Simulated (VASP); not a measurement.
# CoO (F-43m) in VASP: single point with PBE+U

Aim: the single point of CoO with PBE+U.

All numbers are computed with VASP 6.6.1; they aren't measurements. Logs are shortened: lines on timing, memory, paths and dates and some standing lists are left out, and cuts for length are marked.

### Step 1. The cell of the first run

The structure is cubic, space group F-43m (No. 216). The conventional cell has a = 4.369 Å, b = 4.369 Å, c = 4.369 Å, α = 90.00°, β = 90.00°, γ = 90.00°. Co (site symmetry -43m) has 4 O at 1.89 Å within 2.5 Å. O (site symmetry -43m) has 4 Co at 1.89 Å within 2.5 Å.

### Step 2. Single point, PBE+U

File INCAR:

```
SYSTEM = CoO
  ALGO = Normal
  EDIFF = 1E-6
  ENCUT = 700
  GGA = PE
  GGA_COMPAT = .False.
  ISIF = 2
  ISMEAR = 0
  LASPH = .True.
  LCHARG = .False.
  LDAU = .True.
  LDAUJ = 0 0
  LDAUL = 2 -1
  LDAUPRINT = 1
  LDAUTYPE = 2
  LDAUU = 3.32 0
  LMAXMIX = 4
  LREAL = .False.
  LWAVE = .False.
  NBANDS = 18
  NELM = 200
  PREC = Accurate
  SIGMA = 0.02
```

File KPOINTS:

```
k-points
0
Gamma
  14 14 14
  0 0 0
```

File POSCAR:

```
CoO
1.0
    0.0000000000      2.1843955592      2.1843955592
    2.1843955592      0.0000000000      2.1843955592
    2.1843955592      2.1843955592      0.0000000000
Co O
1 1
Direct
    0.0000000000      0.0000000000      0.0000000000
    0.2500000000      0.2500000000      0.2500000000
```

Potentials or basis: VASP PAW PBE potentials, release 64 (Co_sv, O).

Command:

```sh
cat potpaw_PBE.64/Co_sv/POTCAR potpaw_PBE.64/O/POTCAR > POTCAR
mpirun -np 1 vasp_std > vasp.out
```

OUTCAR:

```text
SYSTEM = CoO
   EDIFF = 1E-6
   ENCUT = 700
   GGA = PE
   ISIF = 2
   ISMEAR = 0
   LASPH = .True.
   LREAL = .False.
   NELM = 200
   PREC = Accurate

 ion  position               nearest neighbor table
   1  0.000  0.000  0.000-   2 1.89   2 1.89   2 1.89   2 1.89
   2  0.250  0.250  0.250-   1 1.89   1 1.89   1 1.89   1 1.89

  LATTYP: Found a face centered cubic cell.
 ALAT       =     4.3687911184

  Lattice vectors:

 A1 = (   0.0000000000,   2.1843955592,   2.1843955592)
 A2 = (   2.1843955592,   0.0000000000,   2.1843955592)
 A3 = (   2.1843955592,   2.1843955592,   0.0000000000)

Analysis of symmetry for initial positions (statically):
=====================================================================
 Subroutine PRICEL returns:
 Original cell was already a primitive cell.

 Routine SETGRP: Setting up the symmetry group for a
 face centered cubic supercell.

 Subroutine GETGRP returns: Found 24 space group operations
 (whereof 24 operations were pure point group operations)
 out of a pool of 48 trial point group operations.

The static configuration has the point symmetry T_d .

Analysis of symmetry for dynamics (positions and initial velocities):
=====================================================================
 Subroutine PRICEL returns:
 Original cell was already a primitive cell.

 Routine SETGRP: Setting up the symmetry group for a
 face centered cubic supercell.

 Subroutine GETGRP returns: Found 24 space group operations
 (whereof 24 operations were pure point group operations)
 out of a pool of 48 trial point group operations.

The dynamic configuration has the point symmetry T_d .

 Subroutine INISYM returns: Found 24 space group operations
 (whereof 24 operations are pure point group operations),
 and found     1 'primitive' translations

----------------------------------------------------------------------------------------

                                     Primitive cell

  volume of cell :      20.8461

  direct lattice vectors                    reciprocal lattice vectors
     0.000000000  2.184395559  2.184395559    -0.228896272  0.228896272  0.228896272
     2.184395559  0.000000000  2.184395559     0.228896272 -0.228896272  0.228896272
     2.184395559  2.184395559  0.000000000     0.228896272  0.228896272 -0.228896272

  length of vectors
     3.089201825  3.089201825  3.089201825     0.396459973  0.396459973  0.396459973

  position of ions in fractional coordinates (direct lattice)
     0.000000000  0.000000000  0.000000000
     0.250000000  0.250000000  0.250000000

  ion indices of the primitive-cell ions
   primitive index   ion index
                 1           1
                 2           2

----------------------------------------------------------------------------------------

 KPOINTS: k-points

Automatic generation of k-mesh.
 Grid dimensions read from file:
 generate k-points for:   14   14   14

 Generating k-lattice:

  Cartesian coordinates                     Fractional coordinates (reciprocal lattice)
    -0.016349734  0.016349734  0.016349734     0.071428571  0.000000000  0.000000000
     0.016349734 -0.016349734  0.016349734     0.000000000  0.071428571  0.000000000
     0.016349734  0.016349734 -0.016349734     0.000000000  0.000000000  0.071428571

  Length of vectors
     0.028318569  0.028318569  0.028318569

  Shift w.r.t. Gamma in fractional coordinates (k-lattice)
     0.000000000  0.000000000  0.000000000

 Subroutine IBZKPT returns following result:
 ===========================================

 Found    104 irreducible k-points:

 Following reciprocal coordinates:
            Coordinates               Weight
  0.000000  0.000000  0.000000      1.000000
  0.071429  0.000000  0.000000      8.000000
  0.142857  0.000000  0.000000      8.000000
  0.214286  0.000000  0.000000      8.000000
  0.285714  0.000000  0.000000      8.000000
  0.357143  0.000000  0.000000      8.000000
[... 16 lines left out ...]
  0.214286  0.142857  0.000000     24.000000
  0.285714  0.142857  0.000000     24.000000
 [... further k-points ...]
   k-points           NKPTS =    104   k-points in BZ     NKDIM =    104   number of bands    NBANDS=     18
   number of dos      NEDOS =    301   number of ions     NIONS =      2
   total plane-waves  NPLWV =  21952
   dimension x,y,z NGX =    28 NGY =   28 NGZ =   28
   dimension x,y,z NGXF=    56 NGYF=   56 NGZF=   56
   ions per type =               1   1
   NGX,Y,Z   is equivalent  to a cutoff of  15.07, 15.07, 15.07 a.u.
   NGXF,Y,Z  is equivalent  to a cutoff of  30.14, 30.14, 30.14 a.u.
 SYSTEM =  CoO
   PREC   = accura    normal or accurate (medium, high low for compatibility)
   ISTART =      0    job   : 0-new  1-cont  2-samecut
   ICHARG =      2    charge: 1-file 2-atom 10-const
   ISPIN  =      1    spin polarized calculation?
   LNONCOLLINEAR =      F non collinear calculations
   LSORBIT =      F    spin-orbit coupling
   LASPH  =      T    aspherical Exc in radial PAW
   ENCUT  =  700.0 eV  51.45 Ry    7.17 a.u.   6.66  6.66  6.66*2*pi/ulx,y,z
   NELM   =    200;   NELMIN=  2; NELMDL= -5     # of ELM steps
   EDIFF  = 0.1E-05   stopping-criterion for ELM
   LREAL  =      F    real-space projection
   EDIFFG = 0.1E-04   stopping-criterion for IOM
   NSW    =      0    number of steps for IOM
   IBRION =     -1    ionic relax: 0-MD 1-quasi-New 2-CG
   NFREE  =      0    steps in history (QN), initial steepest desc. (CG)
   ISIF   =      2    stress and relaxation
   ISYM   =      2    0-nonsym 1-usesym 2-fastsym
   POTIM  = 0.5000    time-step for ionic-motion
   TEBEG  =    0.0;   TEEND  =   0.0 temperature during run
   PSTRESS=    0.0 pullay stress
   NELECT =      23.0000    total number of electrons
   NUPDOWN=      -1.0000    fix difference up-down
   EMIN   =  10.00;   EMAX   =-10.00  energy-range for DOS
   EFERMI =   0.00;   METHOD = LEGACY
   ISMEAR =     0;   SIGMA  =   0.02  broadening in eV -4-tet -1-fermi 0-gaus
   EFERMI_NEDOS =   21; number of points for ismear=-14 and -15
   IALGO  =     38    algorithm
   IMIX   =      4    mixing-type and parameters
     AMIX     =   0.40;   BMIX     =  1.00
     AMIX_MAG =   1.60;   BMIX_MAG =  1.00
  volume/ion in A,a.u.               =      10.42        70.34
  Fermi-wavevector in a.u.,A,eV,Ry     =   1.691646  3.196747 38.935333  2.861666
  Thomas-Fermi vector in A             =   2.773375
   LORBIT       =      0    0 simple, 1 ext, 2 COOP (PROOUT), +10 PAW based schemes
 LDA+U is selected, type is set to LDAUTYPE =  2
   angular momentum for each species LDAUL =     2   -1
   U (eV)           for each species LDAUU =   3.3  0.0
   J (eV)           for each species LDAUJ =   0.0  0.0
   GGA     = PE    functional components
   LHFCALC =     F    Hartree Fock is set to
   AEXX    =    0.0000 exact exchange contribution
   IVDW    =     0    specifies the selected vdW correction
   LEPSILON=     F    determine dielectric tensor
   LRPA    =     F    only Hartree local field effects (RPA)
 non-spin polarized calculation
 Gauss-broadening in eV      SIGMA  =   0.02
  energy-cutoff  :      700.00
  volume of cell :       20.85
 maximum number of plane-waves:       899
   NGX = 13   NGY = 13   NGZ = 13

atom =   1  type =  1  l = 2

 onsite density matrix

spin component  1

  0.5683 -0.0000  0.0000 -0.0000 -0.0000
 -0.0000  0.5683 -0.0000 -0.0000  0.0000
  0.0000 -0.0000  0.8652 -0.0000  0.0000
 -0.0000 -0.0000 -0.0000  0.5683  0.0000
 -0.0000  0.0000  0.0000  0.0000  0.8652

spin component  2

  0.5683 -0.0000  0.0000 -0.0000 -0.0000
 -0.0000  0.5683 -0.0000 -0.0000  0.0000
  0.0000 -0.0000  0.8652 -0.0000  0.0000
 -0.0000 -0.0000 -0.0000  0.5683  0.0000
 -0.0000  0.0000  0.0000  0.0000  0.8652

 occupancies and eigenvectors

  o =  0.5683  v =  1.0000  0.0000  0.0000  0.0000  0.0000  0.0000  0.0000  0.0000  0.0000  0.0000      0.0000  0.0000  0.0000  0.0000  0.0000  0.0000  0.0000  0.0000  0.0000  0.0000
  o =  0.5683  v =  0.0000  0.0000  0.0000  0.0000  0.0000  1.0000  0.0000  0.0000  0.0000  0.0000      0.0000  0.0000  0.0000  0.0000  0.0000  0.0000  0.0000  0.0000  0.0000  0.0000
  o =  0.5683  v =  0.0000  0.9957  0.0000  0.0925 -0.0000  0.0000  0.0000  0.0000  0.0000  0.0000      0.0000  0.0000  0.0000  0.0000  0.0000  0.0000  0.0000  0.0000  0.0000  0.0000
  o =  0.5683  v =  0.0000  0.0000  0.0000  0.0000  0.0000  0.0000  0.9957  0.0000  0.0925 -0.0000      0.0000  0.0000  0.0000  0.0000  0.0000  0.0000  0.0000  0.0000  0.0000  0.0000
  o =  0.5683  v =  0.0000 -0.0925  0.0000  0.9957  0.0000  0.0000  0.0000  0.0000  0.0000  0.0000      0.0000  0.0000  0.0000  0.0000  0.0000  0.0000  0.0000  0.0000  0.0000  0.0000
  o =  0.5683  v =  0.0000  0.0000  0.0000  0.0000  0.0000  0.0000 -0.0925  0.0000  0.9957  0.0000      0.0000  0.0000  0.0000  0.0000  0.0000  0.0000  0.0000  0.0000  0.0000  0.0000
  o =  0.8652  v =  0.0000  0.0000  0.0000  0.0000  0.0000  0.0000  0.0000 -0.9972  0.0000  0.0744      0.0000  0.0000  0.0000  0.0000  0.0000  0.0000  0.0000  0.0000  0.0000  0.0000
  o =  0.8652  v =  0.0000  0.0000 -0.9972  0.0000  0.0744  0.0000  0.0000  0.0000  0.0000  0.0000      0.0000  0.0000  0.0000  0.0000  0.0000  0.0000  0.0000  0.0000  0.0000  0.0000
  o =  0.8652  v =  0.0000  0.0000  0.0000  0.0000  0.0000  0.0000  0.0000  0.0744 -0.0000  0.9972      0.0000  0.0000  0.0000  0.0000  0.0000  0.0000  0.0000  0.0000  0.0000  0.0000
  o =  0.8652  v =  0.0000  0.0000  0.0744 -0.0000  0.9972  0.0000  0.0000  0.0000  0.0000  0.0000      0.0000  0.0000  0.0000  0.0000  0.0000  0.0000  0.0000  0.0000  0.0000  0.0000

 number of electron      22.9999993 magnetization

 Free energy of the ion-electron system (eV)
  ---------------------------------------------------
  ext. energy  EPLUGINS =         0.00000000
  ---------------------------------------------------
  free energy    TOTEN  =        -9.83595982 eV

  energy without entropy =       -9.83532883  energy(sigma->0) =       -9.83564433

 E-fermi :   8.1495     XC(G=0): -11.9843

 val. band max:        8.1442486345   @ k =   0.3571   0.3571   0.0000
 cond. band min:       8.1508998303   @ k =  -0.3571   0.3571   0.0000
 fundamental gap:      0.0066511959
 Fermi energy:         8.1495157905

 k-point     1 :       0.0000    0.0000    0.0000
  band No.  band energies     occupation
      1     -86.7195      2.00000
      2     -50.0302      2.00000
      3     -50.0302      2.00000
      4     -50.0302      2.00000
      5     -12.8729      2.00000
      6       1.6443      2.00000
[... 10 lines left out ...]
     17      23.2031      0.00000
     18      29.2509      0.00000
[... 463 lines left out ...]
 k-point    24 :       0.2857    0.1429    0.0000
  band No.  band energies     occupation
      1     -86.7177      2.00000
      2     -50.0481      2.00000
      3     -50.0353      2.00000
      4     -50.0350      2.00000
      5     -12.4462      2.00000
      6       0.7429      2.00000
[... 10 lines left out ...]
     17      22.8066      0.00000
     18      25.0363      0.00000

 [... further k-points ...]
[... 5 lines left out ...]
  --------------------------------------------------------------------------------------
  -------------------------------------------------------------------------------------
  Total       -0.1789252     -0.1789252     -0.1789252      0.0000000      0.0000000      0.0000000
  in kB      -13.7517566    -13.7517566    -13.7517566      0.0000000      0.0000000      0.0000000
  external PRESSURE =     -13.7517566 kB  Pullay stress =       0.0000000 kB

 VOLUME and BASIS-vectors are now :
 -----------------------------------------------------------------------------
  energy-cutoff  :      700.00
  volume of cell :       20.85
      direct lattice vectors                 reciprocal lattice vectors
     0.000000000  2.184395559  2.184395559    -0.228896272  0.228896272  0.228896272
     2.184395559  0.000000000  2.184395559     0.228896272 -0.228896272  0.228896272
     2.184395559  2.184395559  0.000000000     0.228896272  0.228896272 -0.228896272

 POSITION                                       TOTAL-FORCE (eV/Angst)
 -----------------------------------------------------------------------------------
      0.00000      0.00000      0.00000        -0.000000      0.000000      0.000000
      1.09220      1.09220      1.09220         0.000000     -0.000000     -0.000000
 -----------------------------------------------------------------------------------
    total drift:                                0.000000      0.000000     -0.000000

  FREE ENERGIE OF THE ION-ELECTRON SYSTEM (eV)
  ---------------------------------------------------
  free  energy   TOTEN  =        -9.8359598211 eV

  energy  without entropy=       -9.8353288309  energy(sigma->0) =       -9.83564433
```

Wall time 53 s (1 thread of Intel Xeon Platinum 8488C (Sapphire Rapids), shared host); peak memory 0.19 GiB.

Results:

- Free energy: -9.8360 eV
- Pressure: -1.4 GPa
- Band gap on the k mesh: zero (an odd number of electrons rules out a gap without spin polarisation)

Eigenvalues of the final occupation matrices:
```tsv
site	spin	trace	eigenvalues
site 1 d	1	3.44	0.57 0.57 0.57 0.87 0.87
site 1 d	2	3.44	0.57 0.57 0.57 0.87 0.87
```

Caveat: an odd number of electrons without spin polarisation forces a metal; a magnetic or distorted state may lie lower; the run has no spin polarisation, though such a crystal can be magnetic; U without spin polarisation on a metal has little footing. Spin polarisation is off, so any magnetic state and its effect on volume and gap are missing.
